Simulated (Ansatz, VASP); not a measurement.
# One calculation of P, two programs

```
CELL_PARAMETERS angstrom
-1.52574 1.52574 1.52574
1.52574 -1.52574 1.52574
1.52574 1.52574 -1.52574
ATOMIC_POSITIONS crystal
P 0.00000 0.00000 0.00000
```

Change from the starting cell: volume scaled by 1, norm-conserving files.

Alike in both runs: task single point; functional PBE; k mesh 17 × 17 × 17; occupations fermi-dirac, width 0.1 eV; no spin polarisation.

|  | VASP | Ansatz |
| --- | --- | --- |
| version | VASP 6.6.1 | Ansatz 0.2.0 |
| potentials or method | VASP PAW PBE potentials, release 64 (P) | norm-conserving pseudopotentials, scalar-relativistic |
| plane-wave cutoff (eV) | 520 | 599 |
| valence electrons in the cell | 5 | 5 |

```csv
,VASP,Ansatz,Ansatz less VASP
pressure (GPa),-0.2,0.1,+0.31
```

With one functional, cell and mesh, what is left measures potentials, basis and numerics.
